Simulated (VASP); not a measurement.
Set up this calculation in VASP 6.6.1, as the native input.

| Property | Result |
| --- | --- |
| Task | single point |
| Functional | r2SCAN |
| Potentials or basis | VASP PAW PBE potentials, release 64 (Cu, F) |
| Cutoff | 520 eV |
| k mesh | 9 × 9 × 4 |
| Occupations | fermi-dirac, width 0.02 eV |
| Spin | no spin polarisation |
| Dipole correction | no |
| Further INCAR settings | ALGO = Normal; EDIFF = 1e-06; NBANDS = 26 |

CuF:

```
Cu F
1.0
     2.73283    0.00000    0.00000
    -1.36641    2.36670    0.00000
     0.00000    0.00000    6.58392
Cu F
2 2
Cartesian
  0.0000 1.5778 0.3028
  1.3664 0.7889 3.5947
  0.0000 1.5778 2.1662
  1.3664 0.7889 5.4582
```

This cell differs from its parent crystal: volume changed by -6%.

The input as run:

POSCAR

```
CuF
1.0
    2.7328256442      0.0000000000      0.0000000000
   -1.3664128221      2.3666964320      0.0000000000
    0.0000000000      0.0000000000      6.5839183161
Cu F
2 2
Direct
    0.3333333333      0.6666666667      0.0459865600
    0.6666666667      0.3333333333      0.5459865600
    0.3333333333      0.6666666667      0.3290134400
    0.6666666667      0.3333333333      0.8290134400
```

INCAR.step1

```
ALGO     = Normal         # electronic algorithm
EDIFF    = 1E-4           # SCF threshold, eV
ENCUT    = 520            # plane-wave cutoff, eV
GGA      = PE             # functional
ISMEAR   = -1             # smearing method
LASPH    = T              # aspherical terms in the spheres
LCHARG   = F              # write CHGCAR
LREAL    = F              # projectors in reciprocal space
LWAVE    = T              # write WAVECAR
NBANDS   = 26             # bands
NELM     = 80             # most SCF steps
PREC     = Accurate       # precision mode
SIGMA    = 0.02           # smearing width, eV
```

INCAR.step2

```
ALGO     = Normal         # electronic algorithm
EDIFF    = 1E-6           # SCF threshold, eV
ENCUT    = 520            # plane-wave cutoff, eV
ISIF     = 2              # what is computed and relaxed
ISMEAR   = -1             # smearing method
ISTART   = 1            
LASPH    = T              # aspherical terms in the spheres
LCHARG   = F              # write CHGCAR
LMIXTAU  = T            
LREAL    = F              # projectors in reciprocal space
LWAVE    = F              # write WAVECAR
METAGGA  = R2SCAN         # meta-GGA
NBANDS   = 26             # bands
NELM     = 80             # most SCF steps
PREC     = Accurate       # precision mode
SIGMA    = 0.02           # smearing width, eV
```

KPOINTS

```
k-points
0
Gamma
  9 9 4
```

Potentials or basis: VASP PAW PBE potentials, release 64 (Cu, F).

Launch:

```bash
$ cat potpaw_PBE.64/Cu/POTCAR potpaw_PBE.64/F/POTCAR > POTCAR
$ cp INCAR.step1 INCAR
$ mpirun -np 1 vasp_std > vasp.out
$ cp INCAR.step2 INCAR
$ mpirun -np 1 vasp_std > vasp.out
```

It gave:

* Pressure: 8.3 GPa
* Largest force: 0.142 eV/Å
* Band gap on the k mesh: 0.44 eV, indirect (least direct gap 0.88 eV)

Caveat: the PAW data sets were made with another functional, which shifts forces and pressure a little.

Wall time 84 s on 1 thread of Intel(R) Xeon(R) 6975P-C (Granite Rapids) (shared host), peak memory 0.17 GiB.
